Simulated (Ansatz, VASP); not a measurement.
## ZrB2 in VASP and in Ansatz

File INCAR:

```
PREC = Accurate ; ENCUT = 600
EDIFF = 1E-6 ; ISMEAR = 0
SIGMA = 0.1 ; LREAL = F
LASPH = T ; NELM = 60
ALGO = Normal ; ISIF = 3
LWAVE = F ; LCHARG = F
GGA = PS ; IBRION = 2
NSW = 100 ; EDIFFG = -0.002
```

Contents of KPOINTS:

```
regular mesh
0
Gamma
  15 15 12
```

POSCAR

```
ZrB2
1.0
    3.1675246600      0.0000000000      0.0000000000
   -1.5837623300      2.7431568200      0.0000000000
    0.0000000000      0.0000000000      3.5523880600
Zr B
1 2
Direct
    0.0000000000      0.0000000000      0.0000000000
    0.3333333300      0.6666666700      0.5000000000
    0.6666666700      0.3333333300      0.5000000000
```

Input for Ansatz:

```yaml
crystal:
  lattice:
    - [3.16752466, 0.0, 0.0]
    - [-1.58376233, 2.74315682, 0.0]
    - [0.0, 0.0, 3.55238806]
  atoms:
    - { symbol: Zr, position: [0.0, 0.0, 0.0] }
    - { symbol: B, position: [0.33333333, 0.66666667, 0.5] }
    - { symbol: B, position: [0.66666667, 0.33333333, 0.5] }
basis:
  ecutwfc: 420
kpoints:
  mp_grid: { grid: [15, 15, 12] }
hamiltonian:
  xc: pbesol
  pseudopotentials: { kind: paw, azcp: { folder: soft_1 } }
scf:
  occupations: { method: gaussian, width: 0.1 }
output:
  forces: true
  stress: true
  eigenvalues: true
  write_density: true
  write_potential: true
  elf: true
  volumetric_format: npy
relax:
  adjacent_minimum: "off"
  f_tol: 0.002
  max_steps: 80
  cell: { stress_tol: 0.02 }
```

Alike in both runs: task relaxation of cell and atoms; functional PBEsol; k mesh 15 × 15 × 12; occupations gaussian, width 0.1 eV; no spin polarisation.

|  | VASP | Ansatz |
| --- | --- | --- |
| version | VASP 6.6.1 | Ansatz 0.2.0 |
| potentials or method | VASP PAW PBE potentials, release 64 (Zr_sv, B), cutoff 600 eV | scalar-relativistic, plane waves, PAW |
| valence electrons in the cell | 18 | 18 |

```csv
,VASP,Ansatz,Ansatz less VASP
"gap on the k mesh at the Fermi level, each at its own relaxed structure (eV)",none,none,-
relaxed volume (Å³/atom),10.09,10.08,-0.012
relaxed cell length with the largest relative difference (Å),3.509,3.507,-0.0015
```

VASP's potentials were made for PBE, not for PBEsol, and Ansatz warns of the same on its side. A gap of «none» marks a metal or a gap that the smearing closes.
